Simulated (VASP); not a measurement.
# InSe (R3m) in VASP: notebook, part 2 of 2

VASP 6.6.1. Earlier steps stand in the parts before.

### Step 4. Electric field gradients, PBE (volume scaled by 0.94)

The COD entry that gives the cell may itself be a prediction, so a difference from it is no test against experiment.

INCAR reads:

```
PREC = Accurate
ENCUT = 520
EDIFF = 1E-8
ISMEAR = -1
SIGMA = 0.01
LREAL = False
LASPH = True
NELM = 100
ALGO = Normal
ISIF = 2
LWAVE = False
LCHARG = False
GGA = PE
LEFG = True
NBANDS = 27
```

KPOINTS reads:

```
Automatic mesh
0
Gamma
  7 7 7
```

POSCAR reads:

```
InSe
1.0
    1.9591718749      1.1311284094      8.1468944028
   -1.9591718749      1.1311284094      8.1468944028
    0.0000000000     -2.2622568187      8.1468944028
In Se
2 2
Direct
    0.0000000000      0.0000000000      0.0000000000
    0.1122000000      0.1122000000      0.1122000000
    0.6155000000      0.6155000000      0.6155000000
    0.8300000000      0.8300000000      0.8300000000
```

Potentials or basis: VASP PAW PBE potentials, release 64 (In_d, Se).

Run with:

```console
$ cat potpaw_PBE.64/In_d/POTCAR potpaw_PBE.64/Se/POTCAR > POTCAR
$ mpirun -np 1 vasp_std > vasp.out
```

OUTCAR:

```text
PREC = Accurate
   ENCUT = 520
   EDIFF = 1E-8
   ISMEAR = -1
   LREAL = False
   LASPH = True
   NELM = 100
   ISIF = 2
   GGA = PE

 ion  position               nearest neighbor table
   1  0.000  0.000  0.000-   3 2.58   3 2.58   3 2.58   2 2.74
   2  0.112  0.112  0.112-   4 2.58   4 2.58   4 2.58   1 2.74
   3  0.615  0.615  0.615-   1 2.58   1 2.58   1 2.58
   4  0.830  0.830  0.830-   2 2.58   2 2.58   2 2.58

  LATTYP: Found a trigonal (rhomboedric) cell.
 ALAT       =     8.4551578533
 COS(alpha) =     0.8926179648

  Lattice vectors:

 A1 = (   1.9591718749,   1.1311284094,   8.1468944028)
 A2 = (  -1.9591718749,   1.1311284094,   8.1468944028)
 A3 = (   0.0000000000,  -2.2622568187,   8.1468944028)

Analysis of symmetry for initial positions (statically):
=====================================================================
 Subroutine PRICEL returns:
 Original cell was already a primitive cell.

 Routine SETGRP: Setting up the symmetry group for a
 trigonal (rhombohedral) supercell.

 Subroutine GETGRP returns: Found  6 space group operations
 (whereof  6 operations were pure point group operations)
 out of a pool of 12 trial point group operations.

The static configuration has the point symmetry C_3v.

Analysis of symmetry for dynamics (positions and initial velocities):
=====================================================================
 Subroutine PRICEL returns:
 Original cell was already a primitive cell.

 Routine SETGRP: Setting up the symmetry group for a
 trigonal (rhombohedral) supercell.

[... 884 lines left out ...]
------------------------ aborting loop because EDIFF is reached ----------------------------------------

  FORCE on cell =-STRESS in cart. coord.  units (eV):
  Direction    XX          YY          ZZ          XY          YZ          ZX
  --------------------------------------------------------------------------------------
  -------------------------------------------------------------------------------------
  Total        4.9929114      4.9929114      4.3175170      0.0000000      0.0000000      0.0000000
  in kB       73.8476463     73.8476463     63.8582259      0.0000000      0.0000000      0.0000000
  external PRESSURE =      70.5178395 kB  Pullay stress =       0.0000000 kB

 VOLUME and BASIS-vectors are now :
 -----------------------------------------------------------------------------
  energy-cutoff  :      520.00
  volume of cell :      108.32
      direct lattice vectors                 reciprocal lattice vectors
     1.959171875  1.131128409  8.146894403     0.255209870  0.147345487  0.040915387
    -1.959171875  1.131128409  8.146894403    -0.255209870  0.147345487  0.040915387
     0.000000000 -2.262256819  8.146894403     0.000000000 -0.294690975  0.040915387

 POSITION                                       TOTAL-FORCE (eV/Angst)
 -----------------------------------------------------------------------------------
      0.00000      0.00000      0.00000         0.000000      0.000000      0.493875
      0.00000      0.00000      2.74224         0.000000     -0.000000     -0.485105
      0.00000      0.00000     15.04324         0.000000     -0.000000     -0.695270
      0.00000      0.00000     20.28577         0.000000      0.000000      0.686500
 -----------------------------------------------------------------------------------
    total drift:                               -0.000000     -0.000000      0.000060

  FREE ENERGIE OF THE ION-ELECTRON SYSTEM (eV)
  ---------------------------------------------------
  free  energy   TOTEN  =       -13.9099646282 eV

  energy  without entropy=      -13.9099646282  energy(sigma->0) =      -13.90996463

 Electric field gradients (V/A^2)
---------------------------------------------------------------------
 ion       V_xx      V_yy      V_zz      V_xy      V_xz      V_yz
---------------------------------------------------------------------
   1      56.472    56.472  -112.944     0.000    -0.000    -0.000
   2      56.594    56.594  -113.187    -0.000     0.000    -0.000
   3      29.361    29.361   -58.722    -0.000    -0.000    -0.000
   4      31.663    31.663   -63.327    -0.000    -0.000    -0.000
---------------------------------------------------------------------

 Electric field gradients after diagonalization (V/A^2)
 (convention: |V_zz| > |V_xx| > |V_yy|)
----------------------------------------------------------------------
 ion       V_xx      V_yy      V_zz     asymmetry (V_yy - V_xx)/ V_zz
----------------------------------------------------------------------
   1      56.472    56.472  -112.944       0.000
   2      56.594    56.594  -113.187       0.000
   3      29.361    29.361   -58.722       0.000
   4      31.663    31.663   -63.327       0.000
----------------------------------------------------------------------

           NMR quadrupolar parameters

 Cq : quadrupolar parameter    Cq=e*Q*V_zz/h
 eta: asymmetry parameters     (V_yy - V_xx)/ V_zz
 Q  : nuclear electric quadrupole moment in mb (millibarn)
----------------------------------------------------------------------
 ion       Cq(MHz)       eta       Q (mb)
----------------------------------------------------------------------
   1      -0.273       0.000       1.000
   2      -0.274       0.000       1.000
   3      -0.142       0.000       1.000
   4      -0.153       0.000       1.000
----------------------------------------------------------------------
```

stdout:

```text
POSCAR found type information on POSCAR InSe
 POSCAR found :  2 types and       4 ions
 scaLAPACK will be used
 LDA part: xc-table for (Slater+PW92), standard interpolation
 POSCAR, INCAR and KPOINTS ok, starting setup
 FFT: planning ... GRIDC
 FFT: planning ... GRID_SOFT
 FFT: planning ... GRID
 WAVECAR not read
 entering main loop
ion   1

ion   2

ion   3

ion   4
```

It took 4.4 min on 1 thread of Intel Xeon 6975P-C (Granite Rapids), shared host; peak memory 0.58 GiB.

What came out:

```yaml
Free_energy: -13.9100 eV
Pressure: 7.1 GPa
Largest_force: 0.695 eV/Å
Band_gap_on_the_k_mesh: 0.88 eV, direct
```

Forces on the atoms (eV/Å):
```
In   0.000  0.000  0.494
In   0.000  0.000 -0.485
Se   0.000  0.000 -0.695
Se   0.000  0.000  0.686
```

Electric field gradients, principal values (V/Å²):
| atom | least | middle | greatest (by size) |
| --- | --- | --- | --- |
| 1 In | 56.472 | 56.472 | -112.944 |
| 2 In | 56.594 | 56.594 | -113.187 |
| 3 Se | 29.361 | 29.361 | -58.722 |
| 4 Se | 31.663 | 31.663 | -63.327 |

Caveat: without QUAD_EFG the Cq values of the log hold for a quadrupole moment of 1 mb, not for the nuclei; spin-orbit coupling is left out, which moves the levels of the heavy elements.

### Step 5. Comparison with measurements

Step 2. A measured gap of InSe is 1.25 eV (300 K; “The Interaction of Hydrogen with the van der Waals Crystal γ-InSe”, 2020, pmc:7321205); the calculated 0.73 eV misses it by -0.52 eV. Spin-orbit coupling on In, Se is left out. The value is that of PBE on a finite k mesh, which can miss the band edges, without temperature or zero-point motion. Semilocal functionals fall short of measured gaps as a rule.
